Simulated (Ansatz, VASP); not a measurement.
Two plane-wave programs on Te2Mo

```xyz
6
Lattice="3.5570 0.0000 0.0000 -1.7785 3.0804 0.0000 0.0000 0.0000 15.2535" Properties=species:S:1:pos:R:3 pbc="T T T"
Te    0.0000    2.0536    9.6323
Te    1.7785    1.0268    2.0055
Te    0.0000    2.0536   13.2479
Te    1.7785    1.0268    5.6212
Mo    0.0000    2.0536    3.8134
Mo    1.7785    1.0268   11.4401
```

Alike in both runs: functional PBE; k mesh 12 × 12 × 2; occupations fermi-dirac, width 0.02 eV; no spin polarisation.

Ansatz relaxed the structure, and its values are those at the end. VASP's run is a single point on that final structure, the one shown.

|  | VASP | Ansatz |
| --- | --- | --- |
| version | VASP 6.6.1 | Ansatz 0.2.0 |
| potentials or method | VASP PAW PBE potentials, release 64 (Te, Mo_sv), cutoff 520 eV | PAW plane waves |
| valence electrons in the cell | 52 | 92 |

VASP gave:

```
gap on the k mesh at the Fermi level (eV) : 1.01
pressure (GPa)                            : 0.0
rms of the force components (eV/Å)        : 0.006
```

Question: Which values does Ansatz return?

Answer: gap on the k mesh at the Fermi level (eV): 1.01; pressure (GPa): 0.0; rms of the force components (eV/Å): 0.000.

With one functional, cell and mesh, what is left measures potentials, basis and numerics. VASP's potentials hold 52 valence electrons a cell and Ansatz's 92, so a difference there can come from the potentials and not from the codes.

Neither program's run includes spin-orbit coupling.
